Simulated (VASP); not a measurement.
Crystal: W.

```
CELL_PARAMETERS angstrom
-1.58500 1.58500 1.58500
1.58500 -1.58500 1.58500
1.58500 1.58500 -1.58500
ATOMIC_POSITIONS crystal
W 0.00000 0.00000 0.00000
```

```yaml
Program: VASP 6.6.1
Task: relaxation of cell and atoms
Functional: PBE
Potentials_or_basis: VASP PAW PBE potentials, release 64 (W_sv)
Cutoff: 600 eV
k_mesh: 24 × 24 × 24
Occupations: gaussian, width 0.1 eV
Spin: no spin polarisation
```

At the start: pressure 4.7 GPa; volume 15.93 Å³/atom.

Question: How do energy, volume and symmetry change on relaxing?

Answer: Over 4 steps the energy falls by 3.4 meV/atom and the volume is 16.17 Å³/atom (+1.5 %); space group Im-3m (No. 229, to 0.05 Å).

Step by step:
| step | energy change (eV) | largest force (eV/Å) | pressure (GPa) | volume (Å³) |
| --- | --- | --- | --- | --- |
| 1 | 0.0000 | 0.0000 | 4.65 | 15.93 |
| 2 | 0.0358 | 0.0000 | -14.09 | 17.02 |
| 3 | -0.0034 | 0.0000 | -0.08 | 16.17 |
| 4 | -0.0034 | 0.0000 | -0.02 | 16.17 |

Final structure:
```yaml
crystal:
  lattice:
    - [-1.59285, 1.59285, 1.59285]
    - [1.59285, -1.59285, 1.59285]
    - [1.59285, 1.59285, -1.59285]
  atoms:
    - { symbol: W, position: [0.00000, 0.00000, 0.00000] }
```
